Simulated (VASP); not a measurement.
# Ag (Fm-3m) in VASP: notebook

Ag is run at these levels: PBEsol; tasks: single point, relaxation of cell and atoms.

All numbers are computed with VASP 6.6.1; they aren't measurements. Logs are shortened: lines on timing, memory, paths and dates and some standing lists are left out, and cuts for length are marked.

## 1. The cell of the first run

The structure is cubic, space group Fm-3m (No. 225). Conventional cell: a = 4.052 Å, b = 4.052 Å, c = 4.052 Å, α = 90.00°, β = 90.00°, γ = 90.00°. Within 3.8 Å of Ag (site symmetry m-3m) lie 12 Ag at 2.87 Å.

## 2. Single point, PBEsol

INCAR

```
SYSTEM = Ag
PREC = Accurate ; ENCUT = 520
EDIFF = 1E-7 ; ISMEAR = 1
SIGMA = 0.1 ; LREAL = .False.
LASPH = .True. ; NELM = 100
ALGO = Normal ; ISIF = 2
LWAVE = .False. ; LCHARG = .False.
GGA = PS ; NBANDS = 12
```

KPOINTS

```
regular mesh
0
Gamma
  9 9 9
  0 0 0
```

POSCAR

```
Ag
1.0
    0.0000000000      2.0260401519      2.0260401519
    2.0260401519      0.0000000000      2.0260401519
    2.0260401519      2.0260401519      0.0000000000
Ag
1
Direct
    0.0000000000      0.0000000000      0.0000000000
```

Potentials or basis: VASP PAW PBE potentials, release 64 (Ag).

The run is started by

```bash
cat potpaw_PBE.64/Ag/POTCAR > POTCAR
mpirun -np 1 vasp_std > vasp.out
```

OUTCAR:

```text
SYSTEM = Ag
   PREC = Accurate
   ENCUT = 520
   EDIFF = 1E-7
   ISMEAR = 1
   LREAL = .False.
   LASPH = .True.
   NELM = 100
   ISIF = 2
   GGA = PS

 ion  position               nearest neighbor table
   1  0.000  0.000  0.000-

  LATTYP: Found a face centered cubic cell.
 ALAT       =     4.0520803038

  Lattice vectors:

 A1 = (   0.0000000000,   2.0260401519,   2.0260401519)
 A2 = (   2.0260401519,   0.0000000000,   2.0260401519)
 A3 = (   2.0260401519,   2.0260401519,   0.0000000000)

Analysis of symmetry for initial positions (statically):
=====================================================================
 Subroutine PRICEL returns:
 Original cell was already a primitive cell.

 Routine SETGRP: Setting up the symmetry group for a
 face centered cubic supercell.

 Subroutine GETGRP returns: Found 48 space group operations
 (whereof 48 operations were pure point group operations)
 out of a pool of 48 trial point group operations.

The static configuration has the point symmetry O_h .

Analysis of symmetry for dynamics (positions and initial velocities):
=====================================================================
 Subroutine PRICEL returns:
 Original cell was already a primitive cell.

 Routine SETGRP: Setting up the symmetry group for a
 face centered cubic supercell.

 Subroutine GETGRP returns: Found 48 space group operations
 (whereof 48 operations were pure point group operations)
 out of a pool of 48 trial point group operations.

The dynamic configuration has the point symmetry O_h .

 Subroutine INISYM returns: Found 48 space group operations
 (whereof 48 operations are pure point group operations),
 and found     1 'primitive' translations

----------------------------------------------------------------------------------------

                                     Primitive cell

  volume of cell :      16.6331

  direct lattice vectors                    reciprocal lattice vectors
     0.000000000  2.026040152  2.026040152    -0.246786817  0.246786817  0.246786817
     2.026040152  0.000000000  2.026040152     0.246786817 -0.246786817  0.246786817
     2.026040152  2.026040152  0.000000000     0.246786817  0.246786817 -0.246786817

  length of vectors
     2.865253461  2.865253461  2.865253461     0.427447306  0.427447306  0.427447306

  position of ions in fractional coordinates (direct lattice)
     0.000000000  0.000000000  0.000000000

  ion indices of the primitive-cell ions
   primitive index   ion index
                 1           1

----------------------------------------------------------------------------------------

 KPOINTS: regular mesh

Automatic generation of k-mesh.
 Grid dimensions read from file:
 generate k-points for:    9    9    9

 Generating k-lattice:

  Cartesian coordinates                     Fractional coordinates (reciprocal lattice)
    -0.027420757  0.027420757  0.027420757     0.111111111  0.000000000  0.000000000
     0.027420757 -0.027420757  0.027420757     0.000000000  0.111111111  0.000000000
     0.027420757  0.027420757 -0.027420757     0.000000000  0.000000000  0.111111111

  Length of vectors
     0.047494145  0.047494145  0.047494145

  Shift w.r.t. Gamma in fractional coordinates (k-lattice)
     0.000000000  0.000000000  0.000000000

 Subroutine IBZKPT returns following result:
 ===========================================

 Found     35 irreducible k-points:

 Following reciprocal coordinates:
            Coordinates               Weight
  0.000000  0.000000  0.000000      1.000000
  0.111111  0.000000  0.000000      8.000000
  0.222222  0.000000  0.000000      8.000000
  0.333333  0.000000  0.000000      8.000000
  0.444444  0.000000  0.000000      8.000000
  0.111111  0.111111  0.000000      6.000000
[... 16 lines left out ...]
 -0.333333  0.333333  0.000000     12.000000
  0.444444  0.444444  0.000000      6.000000
 [... further k-points ...]
   k-points           NKPTS =     35   k-points in BZ     NKDIM =     35   number of bands    NBANDS=     12
   number of dos      NEDOS =    301   number of ions     NIONS =      1
   total plane-waves  NPLWV =  13824
   dimension x,y,z NGX =    24 NGY =   24 NGZ =   24
   dimension x,y,z NGXF=    48 NGYF=   48 NGZF=   48
   ions per type =               1
   NGX,Y,Z   is equivalent  to a cutoff of  13.93, 13.93, 13.93 a.u.
   NGXF,Y,Z  is equivalent  to a cutoff of  27.85, 27.85, 27.85 a.u.
 SYSTEM =  Ag
   PREC   = accura    normal or accurate (medium, high low for compatibility)
   ISTART =      0    job   : 0-new  1-cont  2-samecut
   ICHARG =      2    charge: 1-file 2-atom 10-const
   ISPIN  =      1    spin polarized calculation?
   LNONCOLLINEAR =      F non collinear calculations
   LSORBIT =      F    spin-orbit coupling
   LASPH  =      T    aspherical Exc in radial PAW
   ENCUT  =  520.0 eV  38.22 Ry    6.18 a.u.   5.33  5.33  5.33*2*pi/ulx,y,z
   NELM   =    100;   NELMIN=  2; NELMDL= -5     # of ELM steps
   EDIFF  = 0.1E-06   stopping-criterion for ELM
   LREAL  =      F    real-space projection
   EDIFFG = 0.1E-05   stopping-criterion for IOM
   NSW    =      0    number of steps for IOM
   IBRION =     -1    ionic relax: 0-MD 1-quasi-New 2-CG
   NFREE  =      0    steps in history (QN), initial steepest desc. (CG)
   ISIF   =      2    stress and relaxation
   ISYM   =      2    0-nonsym 1-usesym 2-fastsym
   POTIM  = 0.5000    time-step for ionic-motion
   TEBEG  =    0.0;   TEEND  =   0.0 temperature during run
   PSTRESS=    0.0 pullay stress
   NELECT =      11.0000    total number of electrons
   NUPDOWN=      -1.0000    fix difference up-down
   EMIN   =  10.00;   EMAX   =-10.00  energy-range for DOS
   EFERMI =   0.00;   METHOD = LEGACY
   ISMEAR =     1;   SIGMA  =   0.10  broadening in eV -4-tet -1-fermi 0-gaus
   EFERMI_NEDOS =   21; number of points for ismear=-14 and -15
   IALGO  =     38    algorithm
   IMIX   =      4    mixing-type and parameters
     AMIX     =   0.40;   BMIX     =  1.00
     AMIX_MAG =   1.60;   BMIX_MAG =  1.00
  volume/ion in A,a.u.               =      16.63       112.25
  Fermi-wavevector in a.u.,A,eV,Ry     =   1.426311  2.695338 27.679205  2.034364
  Thomas-Fermi vector in A             =   2.546602
   LORBIT       =      0    0 simple, 1 ext, 2 COOP (PROOUT), +10 PAW based schemes
   GGA     = PS    functional components
   LHFCALC =     F    Hartree Fock is set to
   AEXX    =    0.0000 exact exchange contribution
   IVDW    =     0    specifies the selected vdW correction
   LEPSILON=     F    determine dielectric tensor
   LRPA    =     F    only Hartree local field effects (RPA)
 non-spin polarized calculation
 Methfessel and Paxton  Order N= 1 SIGMA  =   0.10
  energy-cutoff  :      520.00
  volume of cell :       16.63
 maximum number of plane-waves:       459
 NGX is ok and might be reduce to    24
   NGX = 11   NGY = 11   NGZ = 11

 number of electron      11.0000001 magnetization

 Free energy of the ion-electron system (eV)
  ---------------------------------------------------
  ext. energy  EPLUGINS =         0.00000000
  ---------------------------------------------------
  free energy    TOTEN  =        -3.32836338 eV

  energy without entropy =       -3.32825592  energy(sigma->0) =       -3.32832756

 E-fermi :   8.9071     XC(G=0): -12.5602

 val. band max:        8.4571780433   @ k =   0.4444   0.3333   0.0000
 cond. band min:       8.9711162103   @ k =  -0.4444   0.1111   0.0000
 fundamental gap:      0.5139381670
 Fermi energy:         8.9070713253

 k-point     1 :       0.0000    0.0000    0.0000
  band No.  band energies     occupation
      1       0.5653      2.00000
      2       3.7177      2.00000
      3       3.7177      2.00000
      4       3.7177      2.00000
      5       4.8103      2.00000
      6       4.8103      2.00000
      7      24.6194      0.00000
      8      28.3362      0.00000
      9      28.3362      0.00000
     10      28.3362      0.00000
     11      33.2202      0.00000
     12      34.5110      0.00000

 k-point     2 :       0.1111    0.0000    0.0000
  band No.  band energies     occupation
      1       0.9498      2.00000
      2       3.6361      2.00000
      3       3.8197      2.00000
      4       3.8197      2.00000
      5       4.7768      2.00000
      6       4.7768      2.00000
      7      24.4662      0.00000
      8      26.0501      0.00000
      9      28.5093      0.00000
     10      28.5093      0.00000
     11      32.5398      0.00000
     12      33.9334      0.00000

 k-point     3 :       0.2222    0.0000    0.0000
  band No.  band energies     occupation
      1       1.8310      2.00000
      2       3.7264      2.00000
      3       3.9371      2.00000
      4       3.9371      2.00000
      5       4.8614      2.00000
      6       4.8614      2.00000
      7      20.9544      0.00000
      8      25.3993      0.00000
      9      28.6132      0.00000
     10      28.6132      0.00000
     11      31.5484      0.00000
     12      32.4165      0.00000
[... 286 lines left out ...]
 k-point    23 :      -0.3333    0.3333    0.0000
  band No.  band energies     occupation
      1       2.6996      2.00000
      2       3.3020      2.00000
      3       3.9470      2.00000
      4       4.7584      2.00000
      5       5.3486      2.00000
      6      11.7600      0.00000
      7      14.4728      0.00000
      8      16.2326      0.00000
      9      22.9720      0.00000
     10      25.4817      0.00000
     11      35.2474      0.00000
     12      35.3466      0.00000

 k-point    24 :       0.4444    0.4444    0.0000
  band No.  band energies     occupation
      1       2.0419      2.00000
      2       2.1847      2.00000
      3       5.5881      2.00000
      4       5.7748      2.00000
      5       5.7748      2.00000
      6       9.3201     -0.00000
      7      16.4669      0.00000
      8      19.5463      0.00000
      9      19.5463      0.00000
     10      26.0097      0.00000
     11      26.0987      0.00000
     12      38.5356      0.00000

 [... further k-points ...]

------------------------ aborting loop because EDIFF is reached ----------------------------------------

  FORCE on cell =-STRESS in cart. coord.  units (eV):
  Direction    XX          YY          ZZ          XY          YZ          ZX
  --------------------------------------------------------------------------------------
  -------------------------------------------------------------------------------------
  Total       -0.0243839     -0.0243839     -0.0243839     -0.0000000      0.0000000     -0.0000000
  in kB       -2.3487683     -2.3487683     -2.3487683     -0.0000000      0.0000000     -0.0000000
  external PRESSURE =      -2.3487683 kB  Pullay stress =       0.0000000 kB

 VOLUME and BASIS-vectors are now :
 -----------------------------------------------------------------------------
  energy-cutoff  :      520.00
  volume of cell :       16.63
      direct lattice vectors                 reciprocal lattice vectors
     0.000000000  2.026040152  2.026040152    -0.246786817  0.246786817  0.246786817
     2.026040152  0.000000000  2.026040152     0.246786817 -0.246786817  0.246786817
     2.026040152  2.026040152  0.000000000     0.246786817  0.246786817 -0.246786817

 POSITION                                       TOTAL-FORCE (eV/Angst)
 -----------------------------------------------------------------------------------
      0.00000      0.00000      0.00000         0.000000     -0.000000      0.000000
 -----------------------------------------------------------------------------------
    total drift:                               -0.000000      0.000000     -0.000000

  FREE ENERGIE OF THE ION-ELECTRON SYSTEM (eV)
  ---------------------------------------------------
  free  energy   TOTEN  =        -3.3283633827 eV

  energy  without entropy=       -3.3282559190  energy(sigma->0) =       -3.32832756
```

Wall time 3.2 s (1 thread of Intel Xeon 6975P-C (Granite Rapids), shared host); peak memory 0.14 GiB.

What came out:

```yaml
Free_energy: -3.3284 eV
Pressure: -0.2 GPa
Band_gap_on_the_k_mesh: zero (an odd number of electrons rules out a gap without spin polarisation)
```

Levels at points of the mesh, in eV from the Fermi level:
```csv
k point,band 3,band 4,band 5,band 6,band 7,band 8,band 9,band 10
"(0.00, 0.00, 0.00)",-5.19,-5.19,-4.10,-4.10,15.71,19.43,19.43,19.43
```

Caveat: the PAW data sets were made with another functional, which shifts forces and pressure a little.

## 3. Relaxation of cell and atoms, PBEsol

This run uses another cell than the first one, of 17.05 Å³/atom.

INCAR

```
SYSTEM = Ag
ALGO = Normal ; EDIFF = 1E-7
EDIFFG = -0.03 ; ENCUT = 600
GGA = PS ; IBRION = 2
ISIF = 3 ; ISMEAR = 1
LASPH = .True. ; LCHARG = .False.
LREAL = .False. ; LWAVE = .False.
NELM = 80 ; NSW = 80
PREC = Accurate ; SIGMA = 0.1
```

KPOINTS

```
k-points
0
Gamma
  9 9 9
  0 0 0
```

POSCAR

```
Ag
1.0
    0.0000000000      2.0427500000      2.0427500000
    2.0427500000      0.0000000000      2.0427500000
    2.0427500000      2.0427500000      0.0000000000
Ag
1
Direct
    0.0000000000      0.0000000000      0.0000000000
```

Potentials or basis: VASP PAW PBE potentials, release 64 (Ag).

The run is started by

```bash
cat potpaw_PBE.64/Ag/POTCAR > POTCAR
mpirun -np 1 vasp_std > vasp.out
```

It took 7 s on 1 thread of Intel Xeon 6975P-C (Granite Rapids), shared host; peak memory 0.14 GiB.

Results (log left out):

```
Free energy                           : -3.3287 eV
Relaxed volume                        : 16.60 Å³/atom
Relaxed cell                          : a = 2.863 Å, b = 2.863 Å, c = 2.863 Å, α = 60.00°, β = 60.00°, γ = 60.00°
Space group after relaxing (to 0.1 Å) : Fm-3m (No. 225)
Energy gained by relaxing             : 4.3 meV/atom
Ionic steps                           : 3
Pressure after relaxing               : 0.0 GPa
Band gap on the k mesh                : zero (an odd number of electrons rules out a gap without spin polarisation)
```

Step by step:
```
step  energy change (eV)  largest force (eV/Å)  pressure (GPa)  volume (Å³)
   1              0.0000                0.0000           -2.98        17.05
   2             -0.0018                0.0000            2.53        16.28
   3             -0.0043                0.0000            0.00        16.60
```

Final structure:
```
Ag
1.0
     0.00000    2.02473    2.02473
     2.02473    0.00000    2.02473
     2.02473    2.02473    0.00000
Ag
1
Direct
  0.00000 0.00000 0.00000
```

Levels at points of the mesh, in eV from the Fermi level:
```
           k point  band 3  band 4  band 5  band 6  band 7  band 8  band 9
(0.00, 0.00, 0.00)   -5.20   -5.20   -4.10   -4.10   15.72   19.45   19.45
```

Caveat: the PAW data sets were made with another functional, which shifts forces and pressure a little.
